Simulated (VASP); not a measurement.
# BN (Qingsongite): relaxation of cell and atoms with PBEsol

Crystal: BN (Qingsongite).

```xyz
2
Lattice="0.0000 1.6529 1.6529 1.6529 0.0000 1.6529 1.6529 1.6529 0.0000" Properties=species:S:1:pos:R:3 pbc="T T T"
B     0.0000    0.0000    0.0000
N     0.8265    0.8265    0.8265
```

```yaml
Program: VASP 6.6.1
Task: relaxation of cell and atoms
Functional: PBEsol
Potentials_or_basis: VASP PAW PBE potentials, release 64 (B, N)
Cutoff: 600 eV
k_mesh: 10 × 10 × 10
Occupations: gaussian, width 0.1 eV
Spin: no spin polarisation
Target_pressure: 162 GPa
Dipole_correction: no
Further_INCAR_settings: ALGO = Normal; EDIFF = 1e-07; IBRION = 2; EDIFFG = -0.05; NSW = 80; ISIF = 3
```

```json
{
  "Pressure after relaxing": "162.0 GPa",
  "Band gap on the k mesh": "4.52 eV, indirect (least direct gap 10.02 eV)"
}
```

Final structure:
```cif
data_structure
_symmetry_space_group_name_H-M 'P 1'
_symmetry_Int_Tables_number 1
_cell_length_a 2.3376
_cell_length_b 2.3376
_cell_length_c 2.3376
_cell_angle_alpha 60.000
_cell_angle_beta 60.000
_cell_angle_gamma 60.000
_cell_volume 9.03
loop_
_atom_site_label
_atom_site_type_symbol
_atom_site_fract_x
_atom_site_fract_y
_atom_site_fract_z
_atom_site_occupancy
B1 B 0.00000 0.00000 0.00000 1
N1 N 0.25000 0.25000 0.25000 1
```

Levels at points of the mesh, in eV from the valence-band top:
| k point | band 1 | band 2 | band 3 | band 4 | band 5 | band 6 | band 7 | band 8 |
| --- | --- | --- | --- | --- | --- | --- | --- | --- |
| (0.00, 0.00, 0.00) | -23.65 | 0.00 | 0.00 | 0.00 | 10.02 | 10.02 | 10.02 | 14.96 |
| (0.50, 0.00, 0.00) | -18.01 | -13.52 | -2.52 | -2.52 | 12.06 | 12.06 | 13.86 | 17.78 |
| (0.50, 0.50, 0.00) | -16.23 | -10.95 | -6.44 | -6.44 | 4.52 | 10.56 | 22.36 | 22.36 |

Wall time 2.9 s on 1 thread of Intel(R) Xeon(R) 6975P-C (Granite Rapids), with other jobs on the host, peak memory 0.11 GiB.

Caveat: the relaxation stopped at its first step, so nothing moved; the cell is relaxed towards a set pressure, so the enthalpy falls and the energy may rise; the PAW data sets were made with another functional, which shifts forces and pressure a little. A k mesh can miss the band edges.
